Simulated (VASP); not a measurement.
PtSe, 2 atoms in the cell. It takes space group Fm-3m (No. 225, cubic). Conventional cell: a = 5.390 Å, b = 5.390 Å, c = 5.390 Å, α = 90.00°, β = 90.00°, γ = 90.00°. Within 3.6 Å of Pt (site symmetry m-3m) lie 6 Se at 2.70 Å. Se (site symmetry m-3m) has 6 Pt at 2.70 Å within 3.6 Å. 

- Program: VASP 6.6.1
- Task: single point
- Functional: B3LYP
- Potentials or basis: VASP PAW PBE potentials, release 64 (Pt, Se)
- Cutoff: 520 eV
- k mesh: 4 × 4 × 4
- Occupations: fermi-dirac, width 0.05 eV
- Spin: no spin polarisation
- Dipole correction: no
- Grid for exact exchange (PRECFOCK): Normal
- Further INCAR settings: ALGO = Normal; EDIFF = 1e-06; NBANDS = 15

Potentials or basis: VASP PAW PBE potentials, release 64 (Pt, Se).

Launch:

```console
$ cat potpaw_PBE.64/Pt/POTCAR potpaw_PBE.64/Se/POTCAR > POTCAR
$ cp INCAR.step1 INCAR
$ mpirun -np 1 vasp_std > vasp.out
$ cp INCAR.step2 INCAR
$ mpirun -np 1 vasp_std > vasp.out
```

Hardware: 1 thread of Intel(R) Xeon(R) Platinum 8488C (Sapphire Rapids), on a shared host.

Question: How long does it take, and how much memory?

Answer: It took 4.5 min on 1 thread of Intel(R) Xeon(R) Platinum 8488C (Sapphire Rapids), on a shared host, peak memory 0.18 GiB. Counts: k points 8.
